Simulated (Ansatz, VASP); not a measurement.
Cu2O: VASP beside Ansatz

```
Cu O
1.0
     4.24581    0.00000    0.00000
     0.00000    4.24581    0.00000
     0.00000    0.00000    4.24581
Cu O
4 2
Direct
  0.25000 0.25000 0.25000
  0.25000 0.75000 0.75000
  0.75000 0.75000 0.25000
  0.75000 0.25000 0.75000
  0.00000 0.00000 0.00000
  0.50000 0.50000 0.50000
```

Alike in both runs: functional r2SCAN; k mesh 6 × 6 × 6; occupations gaussian, width 0.02 eV; no spin polarisation.

Ansatz relaxed the structure, and its values are those at the end. VASP's run is a single point on that final structure, the one shown.

|  | VASP | Ansatz |
| --- | --- | --- |
| version | VASP 6.6.1 | Ansatz 0.2.0 |
| potentials or method | VASP PAW PBE potentials, release 64 (Cu, O), cutoff 660 eV | scalar-relativistic, plane waves, PAW |
| valence electrons in the cell | 56 | 88 |

VASP gave:

```
gap on the k mesh at the Fermi level (eV) : 0.79
least direct gap on the mesh (eV)         : 0.79
pressure (GPa)                            : 0.8
```

Problem. Which values does Ansatz return?

Solution. gap on the k mesh at the Fermi level (eV): 0.79; least direct gap on the mesh (eV): 0.79; pressure (GPa): 0.0.

VASP's potentials were made for PBE, not for r2SCAN. With one functional, cell and mesh, what is left measures potentials, basis and numerics. VASP's potentials hold 56 valence electrons a cell and Ansatz's 88, so a difference there can come from the potentials and not from the codes.
